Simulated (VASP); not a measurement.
Here is a VASP 6.6.1 calculation.

INCAR

```
SYSTEM = Rb
PREC = Accurate
ENCUT = 600
EDIFF = 1E-7
ISMEAR = 0
SIGMA = 0.1
LREAL = .False.
LASPH = .True.
NELM = 80
ALGO = Fast
ISIF = 3
LWAVE = .False.
LCHARG = .False.
GGA = PS
IBRION = 2
NSW = 100
EDIFFG = -0.005
```

KPOINTS

```
Automatic mesh
0
Gamma
  10 10 10
  0 0 0
```

Contents of POSCAR:

```
Rb
1.0
   -2.9545118615      2.9545118615      2.7308451955
    2.9545118615     -2.9545118615      2.7308451955
    2.9545118615      2.9545118615     -2.7308451955
Rb
1
Direct
    0.0000000000      0.0000000000      0.0000000000
```

Potentials or basis: VASP PAW PBE potentials, release 64 (Rb_sv).

Run with:

```bash
$ cat potpaw_PBE.64/Rb_sv/POTCAR > POTCAR
$ mpirun -np 1 vasp_std > vasp.out
```

(1) Predict the band gap on the k mesh.

(2) What does it give for the relaxed volume?

Answers

(1) zero (an odd number of electrons rules out a gap without spin polarisation).

(2) 86.73 Å³/atom.

Caveat: the PAW data sets were made with another functional, which shifts forces and pressure a little.
